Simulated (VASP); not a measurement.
A run of VASP 6.6.1 is set up as follows.

Contents of INCAR:

```
PREC = Accurate
ENCUT = 520
EDIFF = 1E-6
ISMEAR = -1
SIGMA = 0.01
LREAL = Auto
LASPH = T
NELM = 60
ALGO = Normal
ISIF = 2
LWAVE = F
LCHARG = F
GGA = PE
NBANDS = 240
NELECT = 386.0
```

KPOINTS

```
Automatic mesh
0
Gamma
  1 1 1
  0.25 0.25 0.25
```

POSCAR

```
LiAl32O48
1.0
    4.8078835200      2.7758328500      8.7484141900
   -4.8078835200      2.7758328500      8.7484141900
    0.0000000000     -5.5516656900      8.7484141900
Al O Li
32 48 1
Direct
    0.3324188500      0.3331056100      0.3336626200
    0.4299969900      0.4306913800      0.4312561300
    0.0695620700      0.0702556100      0.0708204500
    0.1671525200      0.1678443400      0.1683997300
    0.3239567700      0.3243568800      0.8252523300
    0.4268026700      0.4287437700      0.9253780500
    0.0727484000      0.0721985600      0.5767071100
    0.1756016800      0.1765930900      0.6768200600
    0.3236606200      0.8246870000      0.3252156900
    0.4280522800      0.9248050800      0.4280685100
    0.0715058300      0.5761385100      0.0740135400
    0.1758967400      0.6762606800      0.1768585100
    0.3237824800      0.8241438800      0.8241302500
    0.4264675000      0.9254840100      0.9260401100
    0.0730913000      0.5754669800      0.5760319100
    0.1757735900      0.6768035900      0.6779499500
    0.8239952000      0.3246537700      0.3249192400
    0.9241151500      0.4275044400      0.4293105500
    0.5754445900      0.0734479300      0.0727686800
    0.6755691700      0.1762949700      0.1771552000
    0.8228669700      0.3244803200      0.8247061700
    0.9247846000      0.4271618600      0.9260433800
    0.5747719600      0.0737880800      0.5760290200
    0.6766876400      0.1764684300      0.6773692300
    0.8234503500      0.8235648400      0.3250467100
    0.9247870600      0.9254827600      0.4277267600
    0.5747734400      0.5754735300      0.0743491800
    0.6761087900      0.6773856100      0.1770371600
    0.8233906700      0.8240899300      0.8246567400
    0.9257553300      0.9264525300      0.9270199500
    0.5737993200      0.5744939100      0.5750625700
    0.6761612100      0.6768609000      0.6774243300
    0.2188261700      0.0349969400      0.3710245900
    0.4652527900      0.1304891300      0.2819886000
    0.0343047300      0.3704569000      0.2200904100
    0.3697613300      0.2195244300      0.0355660500
    0.1297985600      0.2814241000      0.4665111500
    0.2807272500      0.4659460600      0.1310573300
    0.2214111100      0.0267680100      0.8746541800
    0.4713841200      0.1250390900      0.7809644500
    0.0281713500      0.3759121100      0.7211078000
    0.3747530700      0.2244061000      0.5329930100
    0.1248086000      0.2765465900      0.9690751800
    0.2781451800      0.4741813000      0.6274225800
    0.2237120700      0.5324328200      0.3760091300
    0.4734876100      0.6268566600      0.2794062500
    0.0260739700      0.8740901200      0.2226712200
    0.3752160600      0.7205494400      0.0294300100
    0.1243430500      0.7804014600      0.4726461000
    0.2758495700      0.9685141000      0.1260649600
    0.2219915800      0.5277267700      0.8776473100
    0.4715672100      0.6261120600      0.7786021000
    0.0279893400      0.8748335400      0.7234800900
    0.3742469400      0.7241737900      0.5287107700
    0.1253087300      0.7767740700      0.9733705500
    0.2775599500      0.9732186000      0.6244363900
    0.7198533800      0.0288678500      0.3764748200
    0.9678221100      0.1255054600      0.2771031700
    0.5317434400      0.3754460000      0.2249645200
    0.8733973900      0.2221079800      0.0273292200
    0.6261630400      0.2788425200      0.4747450400
    0.7797073700      0.4720832700      0.1255998800
    0.7222144400      0.0286863800      0.8753996300
    0.9721041800      0.1260056400      0.7773393400
    0.5274435200      0.3749417400      0.7247439600
    0.8763825600      0.2226908600      0.5282931600
    0.6231737400      0.2782565300      0.9737859900
    0.7773377900      0.4722614800      0.6266779500
    0.7234766700      0.5281462100      0.3755082000
    0.9725257600      0.6238681700      0.2788238700
    0.5270337200      0.8770764600      0.2232581700
    0.8741370700      0.7229137700      0.0292535300
    0.6254181200      0.7780379300      0.4728273900
    0.7760763600      0.9728046200      0.1265727500
    0.7214351700      0.5284348800      0.8763152900
    0.9718187400      0.6251961000      0.7793832700
    0.5277397600      0.8757533500      0.7226930900
    0.8750577600      0.7221289900      0.5289987100
    0.6244985300      0.7788224600      0.9730803200
    0.7781226500      0.9725146600      0.6257613600
    0.2497622100      0.2504649900      0.2510641900
```

Potentials or basis: VASP PAW PBE potentials, release 64 (Al, O, Li_sv).

Launch:

```console
$ cat potpaw_PBE.64/Al/POTCAR potpaw_PBE.64/O/POTCAR potpaw_PBE.64/Li_sv/POTCAR > POTCAR
$ mpirun -np 1 vasp_std > vasp.out
```

Q: Predict the largest force.

A: 0.038 eV/Å.

Forces on the atoms (eV/Å):
```
Al  -0.002 -0.003  0.012
Al  -0.001  0.000  0.000
Al  -0.002 -0.003  0.002
Al   0.000 -0.002 -0.013
Al   0.000 -0.001 -0.005
Al   0.001  0.001  0.001
Al   0.001 -0.003 -0.002
Al  -0.002  0.000  0.004
Al  -0.002  0.000 -0.005
Al   0.001  0.000  0.001
Al  -0.004  0.001 -0.001
Al   0.001 -0.001  0.005
Al   0.002  0.001  0.003
Al  -0.002 -0.003  0.000
Al   0.002  0.002 -0.002
Al   0.001  0.002  0.002
Al  -0.001  0.002 -0.006
Al  -0.001 -0.002  0.000
Al   0.003  0.002 -0.002
Al  -0.001 -0.003  0.004
Al   0.000  0.001 -0.001
Al   0.003  0.000  0.001
Al  -0.002  0.001 -0.002
Al   0.000  0.000  0.003
Al   0.000 -0.001 -0.001
Al  -0.001  0.002  0.001
Al   0.001 -0.002 -0.002
Al   0.002  0.002  0.003
Al   0.001  0.001  0.002
Al   0.000 -0.001  0.000
Al   0.000  0.000 -0.002
Al   0.001  0.001  0.001
O    0.030 -0.013 -0.010
O    0.029  0.022  0.009
O   -0.030 -0.020 -0.010
O   -0.002  0.034 -0.011
O    0.004 -0.036  0.011
O   -0.032  0.017  0.012
O    0.023  0.001 -0.002
O    0.008  0.018  0.002
O   -0.009 -0.016  0.000
O   -0.004  0.013  0.002
O    0.004 -0.016 -0.004
O   -0.017 -0.001  0.002
O    0.014 -0.004  0.002
O    0.008  0.017  0.001
O   -0.012 -0.015 -0.001
O   -0.009  0.015  0.000
O    0.012 -0.016  0.002
O   -0.016  0.005 -0.004
O    0.020 -0.001  0.002
O    0.008  0.018  0.000
O   -0.010 -0.018  0.002
O   -0.011  0.019  0.001
O    0.012 -0.019  0.000
O   -0.021  0.002  0.000
O    0.019  0.001  0.001
O    0.011  0.011 -0.004
O   -0.011 -0.011  0.004
O   -0.008  0.018 -0.003
O    0.009 -0.017  0.000
O   -0.019 -0.002  0.002
O    0.022  0.001  0.000
O    0.008  0.017  0.001
O   -0.008 -0.017 -0.001
O   -0.011  0.020  0.000
O    0.009 -0.019 -0.001
O   -0.020  0.000  0.000
O    0.021  0.002  0.001
O    0.011  0.018  0.000
O   -0.013 -0.017  0.001
O   -0.010  0.017 -0.001
O    0.011 -0.018  0.000
O   -0.019 -0.001  0.000
O    0.020  0.000  0.001
O    0.010  0.017 -0.001
O   -0.009 -0.018  0.001
O   -0.011  0.018  0.000
O    0.012 -0.017 -0.001
O   -0.020  0.000  0.000
Li   0.000  0.001 -0.006
```

Caveat: the k points lie up to 0.79 Å⁻¹ apart; the cell carries a net charge on a neutralising background, which shifts energy and pressure.
